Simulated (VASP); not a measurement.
**Rh: single point with PBE**

Crystal: Rh.

```
Rh
1.0
     0.00000    1.87585    1.87585
     1.87585    0.00000    1.87585
     1.87585    1.87585    0.00000
Rh
1
Cartesian
  0.0000 0.0000 0.0000
```

This cell differs from its parent crystal: volume scaled by 0.96.

```yaml
Program: VASP 6.6.1
Task: single point
Functional: PBE
Potentials_or_basis: VASP PAW PBE potentials, release 64 (Rh_pv)
Cutoff: 520 eV
k_mesh: 16 × 16 × 16
Occupations: fermi-dirac, width 0.08 eV
Spin: no spin polarisation
```

```json
{"Pressure": "19.0 GPa"}
```

Levels at points of the mesh, in eV from the Fermi level:
| k point | band 3 | band 4 | band 5 | band 6 | band 7 | band 8 | band 9 | band 10 | band 11 | band 12 |
| --- | --- | --- | --- | --- | --- | --- | --- | --- | --- | --- |
| (0.00, 0.00, 0.00) | -46.44 | -8.25 | -3.27 | -3.27 | -3.27 | -1.04 | -1.04 | 15.96 | 20.42 | 21.66 |
| (0.50, 0.00, 0.00) | -46.56 | -6.46 | -3.36 | -3.36 | 0.62 | 0.62 | 0.70 | 9.08 | 15.49 | 20.43 |
| (0.50, 0.50, 0.00) | -46.75 | -6.70 | -6.31 | 0.59 | 1.07 | 1.07 | 3.33 | 12.81 | 13.57 | 13.57 |

Run time: 24 s on 1 thread of Intel(R) Xeon(R) Platinum 8259CL CPU @ 2.50GHz (Skylake/Cascade Lake), with other jobs on the host, peak memory 0.14 GiB.
